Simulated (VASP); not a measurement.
A run of VASP 6.6.1:

INCAR

```
SYSTEM = ReS3
  ALGO = Normal
  EDIFF = 1E-6
  ENCUT = 520
  GGA = PE
  ISIF = 2
  ISMEAR = 0
  ISPIN = 2
  LASPH = .True.
  LCHARG = .False.
  LMAXMIX = 4
  LORBIT = 11
  LREAL = .False.
  LWAVE = .False.
  MAGMOM = -1 1 0 0 0 0 0 0
  NBANDS = 39
  NELM = 150
  PREC = Accurate
  SIGMA = 0.1
```

Contents of KPOINTS:

```
k-points
0
Gamma
  3 3 4
  0 0 0
```

File POSCAR:

```
ReS3
1.0
   10.1292335491      0.0000000042      0.0000000000
   -5.0646167782      8.7721735723      0.0000000000
    0.0000000000      0.0000000000      2.8521140418
Re S
2 6
Direct
    0.3333333333      0.6666666667      0.7500000000
    0.6666666667      0.3333333333      0.2500000000
    0.2275989899      0.4551979799      0.2500000000
    0.2275989899      0.7724010101      0.2500000000
    0.5448020201      0.7724010101      0.2500000000
    0.7724003549      0.5448007098      0.7500000000
    0.7724003549      0.2275996451      0.7500000000
    0.4551992902      0.2275996451      0.7500000000
```

Potentials or basis: VASP PAW PBE potentials, release 64 (Re, S).

The run is started by

```bash
$ cat potpaw_PBE.64/Re/POTCAR potpaw_PBE.64/S/POTCAR > POTCAR
$ mpirun -np 1 vasp_std > vasp.out
```

Hardware: 1 thread of Intel(R) Xeon(R) Platinum 8488C (Sapphire Rapids), with other jobs on the host.

**Question.** How long does it take, and how much memory?

**Answer.** Wall time 3.8 min on 1 thread of Intel(R) Xeon(R) Platinum 8488C (Sapphire Rapids) (shared host), peak memory 0.54 GiB. Counts: scf iterations 20, k points 9.
